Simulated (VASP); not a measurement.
Write the native input for VASP 6.6.1 that does the following.

```yaml
Task: electric field gradients
Functional: PBEsol
Potentials_or_basis: VASP PAW PBE potentials, release 64 (Cu)
Cutoff: 520 eV
k_mesh: 19 × 19 × 19
Occupations: fermi-dirac, width 0.08 eV
Spin: no spin polarisation
Dipole_correction: no
Further_INCAR_settings: ALGO = Normal; EDIFF = 1e-08; NBANDS = 12
```

The structure of Cu lies in POSCAR:

```
Cu
1.0
    0.0000000000      1.8255750000      1.8075000000
    1.8255750000      0.0000000000      1.8075000000
    1.8255750000      1.8255750000      0.0000000000
Cu
1
Direct
    0.0000000000      0.0000000000      0.0000000000
```

This cell differs from its parent crystal: equal xx and yy strain of +1 %.

One way to write it, as run:

INCAR

```
PREC     = Accurate       # precision mode
ENCUT    = 520            # plane-wave cutoff, eV
EDIFF    = 1E-8           # SCF threshold, eV
ISMEAR   = -1             # smearing method
SIGMA    = 0.08           # smearing width, eV
LREAL    = False          # projectors in reciprocal space
LASPH    = True           # aspherical terms in the spheres
NELM     = 60             # most SCF steps
ALGO     = Normal         # electronic algorithm
ISIF     = 2              # what is computed and relaxed
LWAVE    = False          # write WAVECAR
LCHARG   = False          # write CHGCAR
GGA      = PS             # functional
LEFG     = True         
NBANDS   = 12             # bands
```

KPOINTS

```
Automatic mesh
0
Gamma
  19 19 19
```

Potentials or basis: VASP PAW PBE potentials, release 64 (Cu).

Launch:

```sh
$ cat potpaw_PBE.64/Cu/POTCAR > POTCAR
$ mpirun -np 1 vasp_std > vasp.out
```

Results of the run:

| Quantity | Value |
| --- | --- |
| Pressure | -8.4 GPa |

Caveat: the cell differs from its parent crystal (equal xx and yy strain of +1 %); without QUAD_EFG the Cq values of the log hold for a quadrupole moment of 1 mb, not for the nuclei; the PAW data sets were made with another functional, which shifts forces and pressure a little.

Run time: 100 s on 1 thread of AMD EPYC 7R43 64-Core Processor (Zen 3), with other jobs on the host, peak memory 0.15 GiB.
